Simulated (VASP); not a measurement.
# BaS in VASP: single point with r2SCAN

Aim: the single point of BaS with r2SCAN.

Everything below comes from runs of VASP 6.6.1. Logs are shortened: lines on timing, memory, paths and dates and some standing lists are left out, and cuts for length are marked.

### Step 1. The cell of the first run

The cell holds a slab with vacuum, 8 atoms: a = 4.543 Å, b = 4.543 Å, c = 24.638 Å, α = 90.00°, β = 90.00°, γ = 90.00°.

### Step 2. Single point, r2SCAN

Input file POSCAR:

```
BaS
1.0
    4.5434723038      0.0000000000      0.0000000000
    0.0000000000      4.5434723038      0.0000000000
    0.0000000000      0.0000000000     24.6381602284
Ba S
4 4
Direct
    0.5000000000      0.5000000000      0.3044058457
    0.0000000000      0.0000000000      0.4348019486
    0.5000000000      0.5000000000      0.5651980514
    0.0000000000      0.0000000000      0.6955941543
    0.0000000000      0.0000000000      0.3044058457
    0.5000000000      0.5000000000      0.4348019486
    0.0000000000      0.0000000000      0.5651980514
    0.5000000000      0.5000000000      0.6955941543
```

Input file INCAR.step1:

```
SYSTEM = BaS
PREC     = Accurate       ! precision mode
ENCUT    = 520            ! plane-wave cutoff, eV
ISMEAR   = 0              ! smearing method
SIGMA    = 0.05           ! smearing width, eV
LREAL    = .FALSE.        ! projectors in reciprocal space
LASPH    = .TRUE.         ! aspherical terms in the spheres
NELM     = 100            ! most SCF steps
LDIPOL   = .TRUE.       
IDIPOL   = 3            
DIPOL    = 0.5 0.5 0.500
NBANDS   = 42             ! bands
GGA      = PE             ! functional
ALGO     = Normal         ! electronic algorithm
EDIFF    = 1E-4           ! SCF threshold, eV
LWAVE    = .TRUE.         ! write WAVECAR
LCHARG   = .FALSE.        ! write CHGCAR
```

Input file INCAR.step2:

```
SYSTEM = BaS
PREC     = Accurate       ! precision mode
ENCUT    = 520            ! plane-wave cutoff, eV
EDIFF    = 1E-7           ! SCF threshold, eV
ISMEAR   = 0              ! smearing method
SIGMA    = 0.05           ! smearing width, eV
LREAL    = .FALSE.        ! projectors in reciprocal space
LASPH    = .TRUE.         ! aspherical terms in the spheres
NELM     = 100            ! most SCF steps
ALGO     = Normal         ! electronic algorithm
ISIF     = 2              ! what is computed and relaxed
LWAVE    = .FALSE.        ! write WAVECAR
LCHARG   = .FALSE.        ! write CHGCAR
LDIPOL   = .TRUE.       
IDIPOL   = 3            
DIPOL    = 0.5 0.5 0.500
METAGGA  = R2SCAN         ! meta-GGA
LMIXTAU  = .TRUE.       
NBANDS   = 42             ! bands
ISTART   = 1
```

Input file KPOINTS:

```
Automatic mesh
0
G
  6 6 1
  0 0 0
```

Potentials or basis: VASP PAW PBE potentials, release 64 (Ba_sv, S).

Launch:

```console
cat potpaw_PBE.64/Ba_sv/POTCAR potpaw_PBE.64/S/POTCAR > POTCAR
cp INCAR.step1 INCAR
mpirun -np 1 vasp_std > vasp.out
cp INCAR.step2 INCAR
mpirun -np 1 vasp_std > vasp.out
```

OUTCAR:

```text
SYSTEM = BaS
   PREC = Accurate
   ENCUT = 520
   EDIFF = 1E-7
   ISMEAR = 0
   LREAL = .FALSE.
   LASPH = .TRUE.
   NELM = 100
   ISIF = 2
   METAGGA = R2SCAN
   ISTART = 1

 ion  position               nearest neighbor table
   1  0.500  0.500  0.304-   5 3.21   5 3.21   5 3.21   5 3.21   6 3.21   2 4.54   2 4.54   2 4.54
                             2 4.54
   2  0.000  0.000  0.435-   7 3.21   6 3.21   6 3.21   6 3.21   6 3.21   5 3.21   3 4.54   3 4.54
                             3 4.54   3 4.54   1 4.54   1 4.54   1 4.54   1 4.54
   3  0.500  0.500  0.565-   6 3.21   7 3.21   7 3.21   7 3.21   7 3.21   8 3.21   2 4.54   2 4.54
                             2 4.54   2 4.54   4 4.54   4 4.54   4 4.54   4 4.54
   4  0.000  0.000  0.696-   8 3.21   8 3.21   8 3.21   8 3.21   7 3.21   3 4.54   3 4.54   3 4.54
                             3 4.54
   5  0.000  0.000  0.304-   1 3.21   1 3.21   1 3.21   1 3.21   2 3.21
   6  0.500  0.500  0.435-   3 3.21   2 3.21   2 3.21   2 3.21   2 3.21   1 3.21
   7  0.000  0.000  0.565-   2 3.21   3 3.21   3 3.21   3 3.21   3 3.21   4 3.21
   8  0.500  0.500  0.696-   4 3.21   4 3.21   4 3.21   4 3.21   3 3.21

  LATTYP: Found a simple tetragonal cell.
 ALAT       =     4.5434723038
 C/A-ratio  =     5.4227600788

  Lattice vectors:

 A1 = (   4.5434723038,   0.0000000000,   0.0000000000)
 A2 = (   0.0000000000,   4.5434723038,   0.0000000000)
 A3 = (   0.0000000000,   0.0000000000,  24.6381602284)

Analysis of symmetry for initial positions (statically):
=====================================================================
 Subroutine PRICEL returns:
 Original cell was already a primitive cell.

 Routine SETGRP: Setting up the symmetry group for a
 simple tetragonal supercell.

 Subroutine GETGRP returns: Found 16 space group operations
 (whereof  8 operations were pure point group operations)
 out of a pool of 16 trial point group operations.

The static configuration has the point symmetry C_4v.
 The point group associated with its full space group is D_4h.

Analysis of symmetry for dynamics (positions and initial velocities):
=====================================================================
 Subroutine PRICEL returns:
 Original cell was already a primitive cell.

 Routine SETGRP: Setting up the symmetry group for a
 simple tetragonal supercell.

 Subroutine GETGRP returns: Found 16 space group operations
 (whereof  8 operations were pure point group operations)
 out of a pool of 16 trial point group operations.

The dynamic configuration has the point symmetry C_4v.
 The point group associated with its full space group is D_4h.

 Subroutine INISYM returns: Found 16 space group operations
 (whereof  8 operations are pure point group operations),
 and found     1 'primitive' translations

----------------------------------------------------------------------------------------

                                     Primitive cell

  volume of cell :     508.6090

  direct lattice vectors                    reciprocal lattice vectors
     4.543472304  0.000000000  0.000000000     0.220095982  0.000000000  0.000000000
     0.000000000  4.543472304  0.000000000     0.000000000  0.220095982  0.000000000
     0.000000000  0.000000000 24.638160228     0.000000000  0.000000000  0.040587446

  length of vectors
     4.543472304  4.543472304 24.638160228     0.220095982  0.220095982  0.040587446

  position of ions in fractional coordinates (direct lattice)
     0.500000000  0.500000000  0.304405846
     0.000000000  0.000000000  0.434801949
     0.500000000  0.500000000  0.565198051
     0.000000000  0.000000000  0.695594154
     0.000000000  0.000000000  0.304405846
     0.500000000  0.500000000  0.434801949
     0.000000000  0.000000000  0.565198051
     0.500000000  0.500000000  0.695594154

  ion indices of the primitive-cell ions
   primitive index   ion index
                 1           1
                 2           2
                 3           3
                 4           4
                 5           5
                 6           6
                 7           7
                 8           8

----------------------------------------------------------------------------------------

 KPOINTS: Automatic mesh

Automatic generation of k-mesh.
 Grid dimensions read from file:
 generate k-points for:    6    6    1

 Generating k-lattice:

  Cartesian coordinates                     Fractional coordinates (reciprocal lattice)
     0.036682664  0.000000000  0.000000000     0.166666667  0.000000000  0.000000000
     0.000000000  0.036682664  0.000000000     0.000000000  0.166666667  0.000000000
     0.000000000  0.000000000  0.040587446     0.000000000  0.000000000  1.000000000

  Length of vectors
     0.036682664  0.036682664  0.040587446

  Shift w.r.t. Gamma in fractional coordinates (k-lattice)
     0.000000000  0.000000000  0.000000000

 Subroutine IBZKPT returns following result:
 ===========================================

 Found     10 irreducible k-points:

 Following reciprocal coordinates:
            Coordinates               Weight
  0.000000  0.000000  0.000000      1.000000
  0.166667  0.000000  0.000000      4.000000
  0.333333  0.000000  0.000000      4.000000
  0.500000  0.000000  0.000000      2.000000
  0.166667  0.166667  0.000000      4.000000
  0.333333  0.166667  0.000000      8.000000
  0.500000  0.166667  0.000000      4.000000
  0.333333  0.333333  0.000000      4.000000
  0.500000  0.333333  0.000000      4.000000
  0.500000  0.500000  0.000000      1.000000
   k-points           NKPTS =     10   k-points in BZ     NKDIM =     10   number of bands    NBANDS=     42
   number of dos      NEDOS =    301   number of ions     NIONS =      8
   total plane-waves  NPLWV = 248832
   dimension x,y,z NGX =    36 NGY =   36 NGZ =  192
   dimension x,y,z NGXF=    72 NGYF=   72 NGZF=  384
   ions per type =               4   4
   NGX,Y,Z   is equivalent  to a cutoff of  13.17, 13.17, 12.96 a.u.
   NGXF,Y,Z  is equivalent  to a cutoff of  26.34, 26.34, 25.91 a.u.
 SYSTEM =  BaS
   PREC   = accura    normal or accurate (medium, high low for compatibility)
   ISTART =      1    job   : 0-new  1-cont  2-samecut
   ICHARG =      0    charge: 1-file 2-atom 10-const
   ISPIN  =      1    spin polarized calculation?
   LNONCOLLINEAR =      F non collinear calculations
   LSORBIT =      F    spin-orbit coupling
   LASPH  =      T    aspherical Exc in radial PAW
   ENCUT  =  520.0 eV  38.22 Ry    6.18 a.u.   8.45  8.45 45.81*2*pi/ulx,y,z
   NELM   =    100;   NELMIN=  2; NELMDL=  0     # of ELM steps
   EDIFF  = 0.1E-06   stopping-criterion for ELM
   LREAL  =      F    real-space projection
   EDIFFG = 0.1E-05   stopping-criterion for IOM
   NSW    =      0    number of steps for IOM
   IBRION =     -1    ionic relax: 0-MD 1-quasi-New 2-CG
   NFREE  =      0    steps in history (QN), initial steepest desc. (CG)
   ISIF   =      2    stress and relaxation
   ISYM   =      2    0-nonsym 1-usesym 2-fastsym
   POTIM  = 0.5000    time-step for ionic-motion
   TEBEG  =    0.0;   TEEND  =   0.0 temperature during run
   PSTRESS=    0.0 pullay stress
   NELECT =      64.0000    total number of electrons
   NUPDOWN=      -1.0000    fix difference up-down
   EMIN   =  10.00;   EMAX   =-10.00  energy-range for DOS
   EFERMI =   0.00;   METHOD = LEGACY
   ISMEAR =     0;   SIGMA  =   0.05  broadening in eV -4-tet -1-fermi 0-gaus
   EFERMI_NEDOS =   21; number of points for ismear=-14 and -15
   IALGO  =     38    algorithm
   IMIX   =      4    mixing-type and parameters
     AMIX     =   0.40;   BMIX     =  1.00
     AMIX_MAG =   1.60;   BMIX_MAG =  1.00
  volume/ion in A,a.u.               =      63.58       429.03
  Fermi-wavevector in a.u.,A,eV,Ry     =   0.820364  1.550264  9.156690  0.672998
  Thomas-Fermi vector in A             =   1.931334
   LORBIT       =      0    0 simple, 1 ext, 2 COOP (PROOUT), +10 PAW based schemes
   METAGGA = R2SCAN    functional components
   LHFCALC =     F    Hartree Fock is set to
   AEXX    =    0.0000 exact exchange contribution
   IVDW    =     0    specifies the selected vdW correction
   LEPSILON=     F    determine dielectric tensor
   LRPA    =     F    only Hartree local field effects (RPA)
 non-spin polarized calculation
 Gauss-broadening in eV      SIGMA  =   0.05
  energy-cutoff  :      520.00
  volume of cell :      508.61
 maximum number of plane-waves:     13752
 NGX is ok and might be reduce to    36
   NGX = 17   NGY = 17   NGZ = 91

 dipolmoment           0.000000      0.000000      0.000000 electrons x Angstroem

 number of electron      63.9999989 magnetization

 dipolmoment           0.000000      0.000000     -0.000000 electrons x Angstroem

 Free energy of the ion-electron system (eV)
  ---------------------------------------------------
  ext. energy  EPLUGINS =         0.00000000
  ---------------------------------------------------
  free energy    TOTEN  =      -155.87067288 eV

  energy without entropy =     -155.87067288  energy(sigma->0) =     -155.87067288

 E-fermi :  -1.1561     XC(G=0):  -5.0717

 val. band max:       -1.3892338559   @ k =   0.0000   0.0000   0.0000
 cond. band min:       1.0822775308   @ k =   0.0000   0.0000   0.0000
 fundamental gap:      2.4715113866
 Fermi energy:        -1.1561445253

 k-point     1 :       0.0000    0.0000    0.0000
  band No.  band energies     occupation
      1     -28.7642      2.00000
      2     -28.7642      2.00000
      3     -28.3690      2.00000
      4     -28.3410      2.00000
      5     -13.8503      2.00000
      6     -13.7970      2.00000
[... 34 lines left out ...]
     41       3.0678      0.00000
     42       3.4558      0.00000
[... 364 lines left out ...]
      2     -28.7375      2.00000
      3     -28.3275      2.00000
      4     -28.3275      2.00000
      5     -13.7589      2.00000
      6     -13.7589      2.00000
[... 34 lines left out ...]
     41       5.0778      0.00000
     42       5.0778      0.00000

------------------------ aborting loop because EDIFF is reached ----------------------------------------

 vacuum level on the upper side and lower side of the slab       (xc-potential included)        -0.023        -0.023

  FORCE on cell =-STRESS in cart. coord.  units (eV):
  Direction    XX          YY          ZZ          XY          YZ          ZX
  --------------------------------------------------------------------------------------
  -------------------------------------------------------------------------------------
  Total       -1.3464878     -1.3464878     -0.7643309      0.0000000      0.0000000      0.0000000
  in kB       -4.2415928     -4.2415928     -2.4077310      0.0000000      0.0000000      0.0000000
  external PRESSURE =      -3.6303055 kB  Pullay stress =       0.0000000 kB

 VOLUME and BASIS-vectors are now :
 -----------------------------------------------------------------------------
  energy-cutoff  :      520.00
  volume of cell :      508.61
      direct lattice vectors                 reciprocal lattice vectors
     4.543472304  0.000000000  0.000000000     0.220095982  0.000000000  0.000000000
     0.000000000  4.543472304  0.000000000     0.000000000  0.220095982  0.000000000
     0.000000000  0.000000000 24.638160228     0.000000000  0.000000000  0.040587446

 POSITION                                       TOTAL-FORCE (eV/Angst)
 -----------------------------------------------------------------------------------
      2.27174      2.27174      7.50000         0.000000     -0.000000      0.125086
      0.00000      0.00000     10.71272         0.000000      0.000000     -0.098923
      2.27174      2.27174     13.92544        -0.000000     -0.000000      0.098923
      0.00000      0.00000     17.13816         0.000000      0.000000     -0.125086
      0.00000      0.00000      7.50000         0.000000     -0.000000      0.039009
      2.27174      2.27174     10.71272         0.000000      0.000000     -0.162403
      0.00000      0.00000     13.92544         0.000000      0.000000      0.162403
      2.27174      2.27174     17.13816         0.000000     -0.000000     -0.039009
 -----------------------------------------------------------------------------------
    total drift:                                0.000000      0.000000     -0.000000

  FREE ENERGIE OF THE ION-ELECTRON SYSTEM (eV)
  ---------------------------------------------------
  free  energy   TOTEN  =      -155.8706728781 eV

  energy  without entropy=     -155.8706728781  energy(sigma->0) =     -155.87067288

 vacuum level on the upper side and lower side of the slab         2.896         2.896
```

Run time: 33 min. Hardware: 1 thread of Intel Xeon Platinum 8488C (Sapphire Rapids), shared host; peak memory 0.71 GiB.

Results:

* Free energy: -155.8707 eV
* Largest force: 0.162 eV/Å
* Band gap on the k mesh: 2.47 eV, direct

Forces on the atoms (eV/Å):
```
Ba   0.000  0.000  0.125
Ba   0.000  0.000 -0.099
Ba   0.000  0.000  0.099
Ba   0.000  0.000 -0.125
S    0.000  0.000  0.039
S    0.000  0.000 -0.162
S    0.000  0.000  0.162
S    0.000  0.000 -0.039
```

Levels at points of the mesh, in eV from the valence-band top:
| k point | band 28 | band 29 | band 30 | band 31 | band 32 | band 33 | band 34 | band 35 | band 36 | band 37 |
| --- | --- | --- | --- | --- | --- | --- | --- | --- | --- | --- |
| (0.00, 0.00, 0.00) | -0.28 | -0.02 | -0.02 | 0.00 | 0.00 | 2.47 | 2.83 | 3.36 | 3.40 | 3.68 |
| (0.50, 0.00, 0.00) | -1.04 | -0.94 | -0.94 | -0.57 | -0.57 | 4.64 | 4.64 | 5.05 | 5.05 | 5.31 |
| (0.50, 0.50, 0.00) | -0.34 | -0.25 | -0.25 | -0.25 | -0.25 | 2.70 | 2.70 | 3.63 | 3.63 | 4.94 |

Caveat: the PAW data sets were made with another functional, which shifts forces and pressure a little; spin-orbit coupling is left out, which moves the levels of the heavy elements.
